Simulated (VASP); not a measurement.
# Ta (Pm-3n) in VASP: further runs

Ta is run at these levels: RPBE; tasks: single point, relaxation of cell and atoms.

Everything below comes from runs of VASP 6.6.1. Logs are shortened: lines on timing, memory, paths and dates and some standing lists are left out, and cuts for length are marked.

### Step 1. The cell of the first run

Symmetry: Pm-3n, No. 223, cubic system. Conventional cell: a = 5.339 Å, b = 5.339 Å, c = 5.339 Å, α = 90.00°, β = 90.00°, γ = 90.00°. Ta (site symmetry m-3) has 12 Ta at 2.98 Å within 3.9 Å. Within 3.5 Å of Ta (site symmetry -4m2) lie 14 Ta at 2.67 to 3.27 Å.

### Step 2. Single point, RPBE

INCAR

```
PREC = Accurate ; ENCUT = 520
EDIFF = 1E-7 ; ISMEAR = -1
SIGMA = 0.1 ; LREAL = F
LASPH = T ; NELM = 60
ALGO = Normal ; ISIF = 2
LWAVE = F ; LCHARG = F
GGA = RP ; NBANDS = 54
```

KPOINTS

```
regular mesh
0
Gamma
  5 5 5
```

POSCAR

```
Ta
1.0
    5.3391388395      0.0000000000      0.0000000000
    0.0000000000      5.3391388395      0.0000000000
    0.0000000000      0.0000000000      5.3391388395
Ta
8
Direct
    1.0000000000      0.0000000000      0.0000000000
    0.5000000000      0.5000000000      0.5000000000
    0.2500000000      0.0000000000      0.5000000000
    0.7500000000      1.0000000000      0.5000000000
    0.5000000000      0.2500000000      1.0000000000
    0.5000000000      0.7500000000      1.0000000000
    0.0000000000      0.5000000000      0.2500000000
    0.0000000000      0.5000000000      0.7500000000
```

Potentials or basis: VASP PAW PBE potentials, release 64 (Ta_pv).

The run is started by

```console
cat potpaw_PBE.64/Ta_pv/POTCAR > POTCAR
mpirun -np 1 vasp_std > vasp.out
```

OUTCAR:

```text
PREC = Accurate
   ENCUT = 520
   EDIFF = 1E-7
   ISMEAR = -1
   LREAL = F
   LASPH = T
   NELM = 60
   ISIF = 2
   GGA = RP

 ion  position               nearest neighbor table
   1  0.000  0.000  0.000-   3 2.98   4 2.98   5 2.98   6 2.98   7 2.98   8 2.98   3 2.98   4 2.98
                             7 2.98   8 2.98   5 2.98   6 2.98
   2  0.500  0.500  0.500-   3 2.98   4 2.98   5 2.98   6 2.98   7 2.98   8 2.98   5 2.98   6 2.98
                             3 2.98   4 2.98   7 2.98   8 2.98
   3  0.250  0.000  0.500-   4 2.67   4 2.67   1 2.98   1 2.98   2 2.98   2 2.98   8 3.27   5 3.27
                             5 3.27   6 3.27   6 3.27   7 3.27   8 3.27   7 3.27
   4  0.750  0.000  0.500-   3 2.67   3 2.67   1 2.98   1 2.98   2 2.98   2 2.98   8 3.27   5 3.27
                             5 3.27   6 3.27   6 3.27   7 3.27   8 3.27   7 3.27
   5  0.500  0.250  0.000-   6 2.67   6 2.67   1 2.98   2 2.98   2 2.98   1 2.98   8 3.27   4 3.27
                             3 3.27   4 3.27   3 3.27   7 3.27   7 3.27   8 3.27
   6  0.500  0.750  0.000-   5 2.67   5 2.67   1 2.98   2 2.98   2 2.98   1 2.98   8 3.27   4 3.27
                             3 3.27   4 3.27   3 3.27   7 3.27   7 3.27   8 3.27
   7  0.000  0.500  0.250-   8 2.67   8 2.67   1 2.98   2 2.98   1 2.98   2 2.98   3 3.27   4 3.27
                             5 3.27   3 3.27   4 3.27   6 3.27   5 3.27   6 3.27
   8  0.000  0.500  0.750-   7 2.67   7 2.67   1 2.98   2 2.98   1 2.98   2 2.98   3 3.27   4 3.27
                             5 3.27   3 3.27   4 3.27   6 3.27   5 3.27   6 3.27

  LATTYP: Found a simple cubic cell.
 ALAT       =     5.3391388395

  Lattice vectors:

 A1 = (   5.3391388395,   0.0000000000,   0.0000000000)
 A2 = (   0.0000000000,   5.3391388395,   0.0000000000)
 A3 = (   0.0000000000,   0.0000000000,   5.3391388395)

Analysis of symmetry for initial positions (statically):
=====================================================================
 Subroutine PRICEL returns:
 Original cell was already a primitive cell.

 Routine SETGRP: Setting up the symmetry group for a
 simple cubic supercell.

 Subroutine GETGRP returns: Found 48 space group operations
 (whereof 24 operations were pure point group operations)
 out of a pool of 48 trial point group operations.

The static configuration has the point symmetry T_h .
 The point group associated with its full space group is O_h .

Analysis of symmetry for dynamics (positions and initial velocities):
=====================================================================
 Subroutine PRICEL returns:
 Original cell was already a primitive cell.

 Routine SETGRP: Setting up the symmetry group for a
 simple cubic supercell.

 Subroutine GETGRP returns: Found 48 space group operations
 (whereof 24 operations were pure point group operations)
 out of a pool of 48 trial point group operations.

The dynamic configuration has the point symmetry T_h .
 The point group associated with its full space group is O_h .

 Subroutine INISYM returns: Found 48 space group operations
 (whereof 24 operations are pure point group operations),
 and found     1 'primitive' translations

----------------------------------------------------------------------------------------

                                     Primitive cell

  volume of cell :     152.1996

  direct lattice vectors                    reciprocal lattice vectors
     5.339138840  0.000000000  0.000000000     0.187296122  0.000000000  0.000000000
     0.000000000  5.339138840  0.000000000     0.000000000  0.187296122  0.000000000
     0.000000000  0.000000000  5.339138840     0.000000000  0.000000000  0.187296122

  length of vectors
     5.339138840  5.339138840  5.339138840     0.187296122  0.187296122  0.187296122

  position of ions in fractional coordinates (direct lattice)
     0.000000000  0.000000000  0.000000000
     0.500000000  0.500000000  0.500000000
     0.250000000  0.000000000  0.500000000
     0.750000000  0.000000000  0.500000000
     0.500000000  0.250000000  0.000000000
     0.500000000  0.750000000  0.000000000
     0.000000000  0.500000000  0.250000000
     0.000000000  0.500000000  0.750000000

  ion indices of the primitive-cell ions
   primitive index   ion index
                 1           1
                 2           2
                 3           3
                 4           4
                 5           5
                 6           6
                 7           7
                 8           8

----------------------------------------------------------------------------------------

 KPOINTS: regular mesh

Automatic generation of k-mesh.
 Grid dimensions read from file:
 generate k-points for:    5    5    5

 Generating k-lattice:

  Cartesian coordinates                     Fractional coordinates (reciprocal lattice)
     0.037459224  0.000000000  0.000000000     0.200000000  0.000000000  0.000000000
     0.000000000  0.037459224  0.000000000     0.000000000  0.200000000  0.000000000
     0.000000000  0.000000000  0.037459224     0.000000000  0.000000000  0.200000000

  Length of vectors
     0.037459224  0.037459224  0.037459224

  Shift w.r.t. Gamma in fractional coordinates (k-lattice)
     0.000000000  0.000000000  0.000000000

 Subroutine IBZKPT returns following result:
 ===========================================

 Found     10 irreducible k-points:

 Following reciprocal coordinates:
            Coordinates               Weight
  0.000000  0.000000  0.000000      1.000000
  0.200000  0.000000  0.000000      6.000000
  0.400000  0.000000  0.000000      6.000000
  0.200000  0.200000  0.000000     12.000000
  0.400000  0.200000  0.000000     24.000000
  0.400000  0.400000  0.000000     12.000000
  0.200000  0.200000  0.200000      8.000000
  0.400000  0.200000  0.200000     24.000000
  0.400000  0.400000  0.200000     24.000000
  0.400000  0.400000  0.400000      8.000000
   k-points           NKPTS =     10   k-points in BZ     NKDIM =     10   number of bands    NBANDS=     54
   number of dos      NEDOS =    301   number of ions     NIONS =      8
   total plane-waves  NPLWV =  64000
   dimension x,y,z NGX =    40 NGY =   40 NGZ =   40
   dimension x,y,z NGXF=    80 NGYF=   80 NGZF=   80
   ions per type =               8
   NGX,Y,Z   is equivalent  to a cutoff of  12.45, 12.45, 12.45 a.u.
   NGXF,Y,Z  is equivalent  to a cutoff of  24.91, 24.91, 24.91 a.u.
 SYSTEM =  unknown system
   PREC   = accura    normal or accurate (medium, high low for compatibility)
   ISTART =      0    job   : 0-new  1-cont  2-samecut
   ICHARG =      2    charge: 1-file 2-atom 10-const
   ISPIN  =      1    spin polarized calculation?
   LNONCOLLINEAR =      F non collinear calculations
   LSORBIT =      F    spin-orbit coupling
   LASPH  =      T    aspherical Exc in radial PAW
   ENCUT  =  520.0 eV  38.22 Ry    6.18 a.u.   9.93  9.93  9.93*2*pi/ulx,y,z
   NELM   =     60;   NELMIN=  2; NELMDL= -5     # of ELM steps
   EDIFF  = 0.1E-06   stopping-criterion for ELM
   LREAL  =      F    real-space projection
   EDIFFG = 0.1E-05   stopping-criterion for IOM
   NSW    =      0    number of steps for IOM
   IBRION =     -1    ionic relax: 0-MD 1-quasi-New 2-CG
   NFREE  =      0    steps in history (QN), initial steepest desc. (CG)
   ISIF   =      2    stress and relaxation
   ISYM   =      2    0-nonsym 1-usesym 2-fastsym
   POTIM  = 0.5000    time-step for ionic-motion
   TEBEG  =    0.0;   TEEND  =   0.0 temperature during run
   PSTRESS=    0.0 pullay stress
   NELECT =      88.0000    total number of electrons
   NUPDOWN=      -1.0000    fix difference up-down
   EMIN   =  10.00;   EMAX   =-10.00  energy-range for DOS
   EFERMI =   0.00;   METHOD = LEGACY
   ISMEAR =    -1;   SIGMA  =   0.10  broadening in eV -4-tet -1-fermi 0-gaus
   EFERMI_NEDOS =   21; number of points for ismear=-14 and -15
   IALGO  =     38    algorithm
   IMIX   =      4    mixing-type and parameters
     AMIX     =   0.40;   BMIX     =  1.00
     AMIX_MAG =   1.60;   BMIX_MAG =  1.00
  volume/ion in A,a.u.               =      19.02       128.39
  Fermi-wavevector in a.u.,A,eV,Ry     =   1.363843  2.577290 25.307773  1.860069
  Thomas-Fermi vector in A             =   2.490211
   LORBIT       =      0    0 simple, 1 ext, 2 COOP (PROOUT), +10 PAW based schemes
   GGA     = RP    functional components
   LHFCALC =     F    Hartree Fock is set to
   AEXX    =    0.0000 exact exchange contribution
   IVDW    =     0    specifies the selected vdW correction
   LEPSILON=     F    determine dielectric tensor
   LRPA    =     F    only Hartree local field effects (RPA)
 non-spin polarized calculation
  energy-cutoff  :      520.00
  volume of cell :      152.20
 maximum number of plane-waves:      4110
 NGX is ok and might be reduce to    40
   NGX = 19   NGY = 19   NGZ = 19

 number of electron      87.9999969 magnetization

 Free energy of the ion-electron system (eV)
  ---------------------------------------------------
  ext. energy  EPLUGINS =         0.00000000
  ---------------------------------------------------
  free energy    TOTEN  =       -90.50094318 eV

  energy without entropy =      -90.25838744  energy(sigma->0) =      -90.37966531

 E-fermi :   5.2264     XC(G=0): -12.2820

 val. band max:        5.2065069005   @ k =   0.2000   0.2000   0.0000
 cond. band min:       5.2477613689   @ k =   0.4000   0.4000   0.0000
 fundamental gap:      0.0412544684
 Fermi energy:         5.2264211653

 k-point     1 :       0.0000    0.0000    0.0000
  band No.  band energies     occupation
      1     -29.4495      2.00000
      2     -29.4495      2.00000
      3     -29.3370      2.00000
      4     -29.0937      2.00000
      5     -29.0937      2.00000
      6     -29.0937      2.00000
[... 46 lines left out ...]
     53       8.2305      0.00000
     54       8.2992      0.00000

 k-point     2 :       0.2000    0.0000    0.0000
  band No.  band energies     occupation
      1     -29.4587      2.00000
      2     -29.4128      2.00000
      3     -29.2699      2.00000
      4     -29.0852      2.00000
      5     -29.0852      2.00000
      6     -29.0245      2.00000
[... 46 lines left out ...]
     53       8.1852      0.00000
     54       8.2334      0.00000

 k-point     3 :       0.4000    0.0000    0.0000
  band No.  band energies     occupation
      1     -29.4609      2.00000
      2     -29.4366      2.00000
      3     -29.0725      2.00000
      4     -29.0725      2.00000
      5     -28.9592      2.00000
      6     -28.9339      2.00000
[... 46 lines left out ...]
     53       8.0260      0.00000
     54       8.1940      0.00000

 k-point     4 :       0.2000    0.2000    0.0000
  band No.  band energies     occupation
      1     -29.4511      2.00000
      2     -29.3351      2.00000
      3     -29.2647      2.00000
      4     -29.0731      2.00000
      5     -29.0304      2.00000
      6     -29.0099      2.00000
[... 46 lines left out ...]
     53       7.9588      0.00000
     54       8.1103      0.00000

 k-point     5 :       0.4000    0.2000    0.0000
  band No.  band energies     occupation
      1     -29.4652      2.00000
      2     -29.3271      2.00000
      3     -29.0536      2.00000
      4     -29.0222      2.00000
      5     -28.9935      2.00000
      6     -28.9577      2.00000
[... 46 lines left out ...]
     53       8.0272      0.00000
     54       8.2179      0.00000

 k-point     6 :       0.4000    0.4000    0.0000
  band No.  band energies     occupation
      1     -29.4865      2.00000
      2     -29.0263      2.00000
      3     -29.0163      2.00000
      4     -29.0071      2.00000
      5     -28.9908      2.00000
      6     -28.9114      2.00000
[... 46 lines left out ...]
     53       8.0749      0.00000
     54       8.4835      0.00000

 k-point     7 :       0.2000    0.2000    0.2000
  band No.  band energies     occupation
      1     -29.3479      2.00000
      2     -29.3479      2.00000
      3     -29.2696      2.00000
      4     -29.0197      2.00000
      5     -29.0197      2.00000
      6     -28.9959      2.00000
[... 46 lines left out ...]
     53       8.1475      0.00000
     54       8.1478      0.00000

 k-point     8 :       0.4000    0.2000    0.2000
  band No.  band energies     occupation
      1     -29.3558      2.00000
      2     -29.3362      2.00000
      3     -29.0320      2.00000
      4     -29.0041      2.00000
      5     -28.9987      2.00000
      6     -28.9293      2.00000
[... 46 lines left out ...]
     53       8.0123      0.00000
     54       8.0610      0.00000

 k-point     9 :       0.4000    0.4000    0.2000
  band No.  band energies     occupation
      1     -29.3703      2.00000
      2     -29.0634      2.00000
      3     -29.0485      2.00000
      4     -28.9698      2.00000
      5     -28.9337      2.00000
      6     -28.9053      2.00000
[... 46 lines left out ...]
     53       8.3787      0.00000
     54       8.6148      0.00000

 k-point    10 :       0.4000    0.4000    0.4000
  band No.  band energies     occupation
      1     -29.0859      2.00000
      2     -29.0859      2.00000
      3     -29.0799      2.00000
      4     -28.9124      2.00000
      5     -28.9124      2.00000
      6     -28.8929      2.00000
[... 46 lines left out ...]
     53       8.5918      0.00000
     54       8.8851      0.00000

------------------------ aborting loop because EDIFF is reached ----------------------------------------

  FORCE on cell =-STRESS in cart. coord.  units (eV):
  Direction    XX          YY          ZZ          XY          YZ          ZX
  --------------------------------------------------------------------------------------
  -------------------------------------------------------------------------------------
  Total        0.0700118      0.0700118      0.0700118     -0.0000000      0.0000000      0.0000000
  in kB        0.7370017      0.7370017      0.7370017     -0.0000000      0.0000000      0.0000000
  external PRESSURE =       0.7370017 kB  Pullay stress =       0.0000000 kB

 VOLUME and BASIS-vectors are now :
 -----------------------------------------------------------------------------
  energy-cutoff  :      520.00
  volume of cell :      152.20
      direct lattice vectors                 reciprocal lattice vectors
     5.339138840  0.000000000  0.000000000     0.187296122  0.000000000  0.000000000
     0.000000000  5.339138840  0.000000000     0.000000000  0.187296122  0.000000000
     0.000000000  0.000000000  5.339138840     0.000000000  0.000000000  0.187296122

 POSITION                                       TOTAL-FORCE (eV/Angst)
 -----------------------------------------------------------------------------------
      0.00000      0.00000      0.00000         0.000000      0.000000      0.000000
      2.66957      2.66957      2.66957         0.000000      0.000000      0.000000
      1.33478      0.00000      2.66957         0.000000      0.000000      0.000000
      4.00435      0.00000      2.66957        -0.000000     -0.000000     -0.000000
      2.66957      1.33478      0.00000        -0.000000      0.000000     -0.000000
      2.66957      4.00435      0.00000        -0.000000     -0.000000     -0.000000
      0.00000      2.66957      1.33478         0.000000     -0.000000      0.000000
      0.00000      2.66957      4.00435         0.000000     -0.000000     -0.000000
 -----------------------------------------------------------------------------------
    total drift:                               -0.000000     -0.000000      0.000000

  FREE ENERGIE OF THE ION-ELECTRON SYSTEM (eV)
  ---------------------------------------------------
  free  energy   TOTEN  =       -90.5009431833 eV

  energy  without entropy=      -90.2583874380  energy(sigma->0) =      -90.37966531
```

Wall time 93 s (1 thread of Intel Xeon Platinum 8259CL at 2.50GHz (Skylake/Cascade Lake), shared host); peak memory 0.26 GiB.

Results:

- Free energy: -90.5009 eV
- Pressure: 0.1 GPa
- Band gap on the k mesh: zero (bands 44 and 45 overlap by 0.17 eV)

Caveat: the PAW data sets were made with another functional, which shifts forces and pressure a little; spin-orbit coupling is left out, which moves the levels of the heavy elements.

(Continued in part 2 of 2.)

The gap in the log of VASP goes by the Fermi energy; the results here count the filled bands.